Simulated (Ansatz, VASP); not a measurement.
BeS in VASP and in Ansatz

```
CELL_PARAMETERS angstrom
3.49465 0.00000 0.00000
-1.74733 3.02646 0.00000
0.00000 0.00000 7.78035
ATOMIC_POSITIONS crystal
Be 0.33333 0.66667 0.25000
Be 0.66667 0.33333 0.75000
S 0.66667 0.33333 0.25000
S 0.33333 0.66667 0.75000
```

Alike in both runs: task single point; functional PBE; k mesh 9 × 9 × 4; no spin polarisation.

```csv
,VASP,Ansatz
version,VASP 6.6.1,Ansatz 0.2.0
potentials or method,"VASP PAW PBE potentials, release 64 (Be, S)","plane waves, PAW"
plane-wave cutoff (eV),520,420
occupations,"gaussian, width 0.01 eV",fixed
valence electrons in the cell,16,16
```

VASP gave:

| Item | Value |
| --- | --- |
| gap on the k mesh at the Fermi level (eV) | 4.23 |
| pressure (GPa) | -1.8 |
| traceless stress, the component that is largest in VASP (GPa) | 1.66 |

Question: What did Ansatz give for the same quantities?

Answer: gap on the k mesh at the Fermi level (eV): 4.21; pressure (GPa): -1.8; traceless stress, the component that is largest in VASP (GPa): 1.69.
